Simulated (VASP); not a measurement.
# BN (P6_3mc) in VASP: settings compared, part 3 of 3

VASP 6.6.1.

## 6. Relaxation of cell and atoms, BLYP+D3(BJ)

File INCAR:

```
SYSTEM = BN
AGGAC = 1.0
AGGAX = 1.0
ALDAC = 0.0
ALDAX = 1.0
ALGO = Normal
EDIFF = 1E-7
EDIFFG = -0.01
ENCUT = 600
GGA = B5
IBRION = 2
ISIF = 3
ISMEAR = -1
IVDW = 12
LASPH = .True.
LCHARG = .False.
LREAL = .False.
LWAVE = .False.
NELM = 100
NSW = 60
PREC = Accurate
SIGMA = 0.05
VDW_A1 = 0.4298
VDW_A2 = 4.2359
VDW_S6 = 1.0
VDW_S8 = 2.6996
```

File KPOINTS:

```
k-points
0
Gamma
  12 12 6
  0 0 0
```

File POSCAR:

```
BN
1.0
    2.5539396017      0.0000000000      0.0000000000
   -1.2769698009      2.2117765748      0.0000000000
    0.0000000000      0.0000000000      4.2268550000
N B
2 2
Direct
    0.3333333333      0.6666666667      0.1252760000
    0.6666666667      0.3333333333      0.6252760000
    0.3333333333      0.6666666667      0.4997240000
    0.6666666667      0.3333333333      0.9997240000
```

Potentials or basis: VASP PAW PBE potentials, release 64 (N, B).

Command:

```sh
cat potpaw_PBE.64/N/POTCAR potpaw_PBE.64/B/POTCAR > POTCAR
mpirun -np 1 vasp_std > vasp.out
```

OUTCAR:

```text
SYSTEM = BN
   EDIFF = 1E-7
   EDIFFG = -0.01
   ENCUT = 600
   GGA = B5
   IBRION = 2
   ISIF = 3
   ISMEAR = -1
   IVDW = 12
   LASPH = .True.
   LREAL = .False.
   NELM = 100
   NSW = 60
   PREC = Accurate
 IVDW          = 12

 ion  position               nearest neighbor table
   1  0.333  0.667  0.125-   4 1.57   4 1.57   4 1.57   3 1.58
   2  0.667  0.333  0.625-   3 1.57   3 1.57   3 1.57   4 1.58
   3  0.333  0.667  0.500-   2 1.57   2 1.57   2 1.57   1 1.58
   4  0.667  0.333  1.000-   1 1.57   1 1.57   1 1.57   2 1.58

  LATTYP: Found a hexagonal cell.
 ALAT       =     2.5539396017
 C/A-ratio  =     1.6550332659

  Lattice vectors:

 A1 = (   2.5539396017,   0.0000000000,   0.0000000000)
 A2 = (  -1.2769698009,   2.2117765748,   0.0000000000)
 A3 = (   0.0000000000,   0.0000000000,   4.2268550000)

Analysis of symmetry for initial positions (statically):
=====================================================================
 Subroutine PRICEL returns:
 Original cell was already a primitive cell.

 Routine SETGRP: Setting up the symmetry group for a
 hexagonal supercell.

 Subroutine GETGRP returns: Found 12 space group operations
 (whereof  6 operations were pure point group operations)
 out of a pool of 24 trial point group operations.

The static configuration has the point symmetry C_3v.
[... 160 lines left out ...]

 Free energy of the ion-electron system (eV)
  ---------------------------------------------------
  ext. energy  EPLUGINS =         0.00000000
  ---------------------------------------------------
  free energy    TOTEN  =       -32.74378230 eV

  energy without entropy =      -32.74378230  energy(sigma->0) =      -32.74378230

------------------------ aborting loop because EDIFF is reached ----------------------------------------

 Edisp (eV)   -1.61110

 E8    (eV) :    -0.9740
[... 201 lines left out ...]
--------------------------------------- Ionic step        6  -------------------------------------------

 number of electron      16.0000003 magnetization

 Free energy of the ion-electron system (eV)
  ---------------------------------------------------
  ext. energy  EPLUGINS =         0.00000000
  ---------------------------------------------------
  free energy    TOTEN  =       -32.72794591 eV

  energy without entropy =      -32.72794591  energy(sigma->0) =      -32.72794591

 E-fermi :   8.8085     XC(G=0): -12.1284

 val. band max:        7.8970717929   @ k =   0.0000   0.0000   0.0000
 cond. band min:      13.4907576694   @ k =   0.3333   0.3333   0.0000
 fundamental gap:      5.5936858765
 Fermi energy:         8.8084505684

 k-point     1 :       0.0000    0.0000    0.0000
  band No.  band energies     occupation
      1     -12.3047      2.00000
      2      -8.2148      2.00000
      3      -2.8015      2.00000
      4       5.8031      2.00000
      5       5.8031      2.00000
      6       7.6431      2.00000
      7       7.8971      2.00000
      8       7.8971      2.00000
      9      16.4144      0.00000
     10      16.4144      0.00000
     11      16.6647      0.00000
     12      17.7243      0.00000
[... 331 lines left out ...]
 k-point    24 :       0.3333    0.0000    0.1667
  band No.  band energies     occupation
      1      -9.8864      2.00000
      2      -7.1793      2.00000
      3      -0.7436      2.00000
      4       0.6826      2.00000
      5       2.0401      2.00000
      6       3.6729      2.00000
      7       5.4639      2.00000
      8       6.0183      2.00000
      9      15.0888      0.00000
     10      16.5474      0.00000
     11      18.9760      0.00000
     12      19.1245      0.00000

 [... further k-points ...]

------------------------ aborting loop because EDIFF is reached ----------------------------------------

 Edisp (eV)   -1.63097

 E8    (eV) :    -0.9859
[... 27 lines left out ...]
  FREE ENERGIE OF THE ION-ELECTRON SYSTEM (eV)
  ---------------------------------------------------
  free  energy   TOTEN  =       -34.3589183587 eV

  energy  without entropy=      -34.3589183587  energy(sigma->0) =      -34.35891836

 reached required accuracy - stopping structural energy minimisation
```

OSZICAR:

```text
N       E                     dE             d eps       ncg     rms          rms(c)
DAV:   1     0.634961801629E+02    0.63496E+02   -0.97025E+03  1824   0.146E+03
DAV:   2    -0.322160183211E+02   -0.95712E+02   -0.89265E+02  2672   0.314E+02
DAV:   3    -0.350926641546E+02   -0.28766E+01   -0.28651E+01  2424   0.532E+01
[... 40 lines left out ...]
       N       E                     dE             d eps       ncg     rms          rms(c)
DAV:   1    -0.327279457468E+02   -0.12809E-03   -0.81644E-04  2084   0.275E-01    0.701E-03
DAV:   2    -0.327279462744E+02   -0.52763E-06   -0.13246E-05  2272   0.374E-02    0.407E-03
DAV:   3    -0.327279459240E+02    0.35041E-06   -0.53294E-07  2308   0.831E-03    0.133E-03
DAV:   4    -0.327279459116E+02    0.12382E-07   -0.15592E-07  1652   0.399E-03
   6 F= -.34358918E+02 E0= -.34358918E+02  d E =-.662431E-05
```

CONTCAR:

```text
BN
   1.00000000000000
     2.5440494500050717    0.0000000000002236   -0.0000000000000000
    -1.2720247250521486    2.2032114521848372   -0.0000000000000000
     0.0000000000000000    0.0000000000000000    4.2079030468397933
  N               B
     2     2
Direct
     0.3333333332999970    0.6666666667000030    0.1251511469449799
     0.6666666667000030    0.3333333332999970    0.6251511469449799
     0.3333333332999970    0.6666666667000030    0.4998488530550201
     0.6666666667000030    0.3333333332999970    0.9998488530550201

  0.00000000E+00  0.00000000E+00  0.00000000E+00
  0.00000000E+00  0.00000000E+00  0.00000000E+00
  0.00000000E+00  0.00000000E+00  0.00000000E+00
  0.00000000E+00  0.00000000E+00  0.00000000E+00
```

Run time: 3.8 min. Hardware: 1 thread of AMD EPYC 7R13, shared host; peak memory 0.14 GiB.

Results:

```
Free energy                            : -34.3589 eV
Relaxed volume                         : 5.90 Å³/atom
Relaxed cell                           : a = 2.544 Å, b = 2.544 Å, c = 4.208 Å, α = 90.00°, β = 90.00°, γ = 120.00°
Space group after relaxing (to 0.05 Å) : P6_3mc (No. 186)
Energy gained by relaxing              : 1.0 meV/atom
Ionic steps                            : 6
Pressure after relaxing                : 0.1 GPa
Band gap on the k mesh                 : 5.59 eV, indirect (least direct gap 8.47 eV)
Dispersion energy per atom             : -0.408 eV
```

The path:
| step | energy change (eV) | largest force (eV/Å) | pressure (GPa) | volume (Å³) |
| --- | --- | --- | --- | --- |
| 1 | 0.0000 | 0.0324 | -4.43 | 23.88 |
| 2 | 0.0001 | 0.0587 | 4.60 | 23.31 |
| 3 | -0.0040 | 0.0121 | -0.03 | 23.59 |
| 4 | -0.0040 | 0.0130 | 0.06 | 23.59 |
| 5 | -0.0040 | 0.0120 | 0.11 | 23.58 |
| 6 | -0.0040 | 0.0011 | 0.08 | 23.59 |

Final structure:
```
N B
1.0
     2.54405    0.00000    0.00000
    -1.27202    2.20321    0.00000
     0.00000    0.00000    4.20790
N B
2 2
Direct
  0.33333 0.66667 0.12515
  0.66667 0.33333 0.62515
  0.33333 0.66667 0.49985
  0.66667 0.33333 0.99985
```

Levels at points of the mesh, in eV from the valence-band top:
```
           k point  band 5  band 6  band 7  band 8  band 9  band 10  band 11  band 12
(0.00, 0.00, 0.00)   -2.09   -0.25    0.00    0.00    8.52     8.52     8.77     9.83
(0.50, 0.00, 0.00)   -6.77   -4.91   -4.28   -2.09    7.08     8.28    10.80    11.77
(0.00, 0.00, 0.50)   -1.16   -1.16   -1.16   -1.16    9.74     9.74    10.07    10.07
(0.50, 0.00, 0.50)   -3.71   -3.71   -3.51   -3.51    6.96     6.96    10.31    10.31
```

Caveat: the PAW data sets were made with another functional, which shifts forces and pressure a little.

## 7. Summary

```csv
task,level,cell,cutoff (eV),gap on the mesh (eV),pressure (GPa),largest force (eV/Å)
single point,RPBE,"a = 2.554, b = 2.554, c = 4.227 Å, angles 90.0, 90.0, 120.0°, 4 atoms",520,5.27,5.9,0.01
single point,RPBE,"a = 2.568, b = 2.568, c = 4.246 Å, angles 90.0, 90.0, 120.0°, 4 atoms",520,5.32,0.2,-
single point,revPBE,"a = 2.554, b = 2.554, c = 4.227 Å, angles 90.0, 90.0, 120.0°, 4 atoms",520,5.25,4.6,0.01
single point,BLYP,"a = 2.570, b = 2.570, c = 4.251 Å, angles 90.0, 90.0, 120.0°, 4 atoms",520,5.64,0.0,-
relaxation of cell and atoms,BLYP+D3(BJ),"relaxed from a = 2.554, b = 2.554, c = 4.227 Å, angles 90.0, 90.0, 120.0°, 4 atoms",600,5.59,0.1,-
```

Alike in all rows: potentials or basis VASP PAW PBE potentials, release 64 (N, B); no spin polarisation; k mesh 12 × 12 × 6; smearing fermi-dirac 0.05 eV.

Caveats: the PAW data sets were made with another functional, which shifts forces and pressure a little.

Total energies depend on the potentials used, so only differences within one code and one set of settings carry meaning.
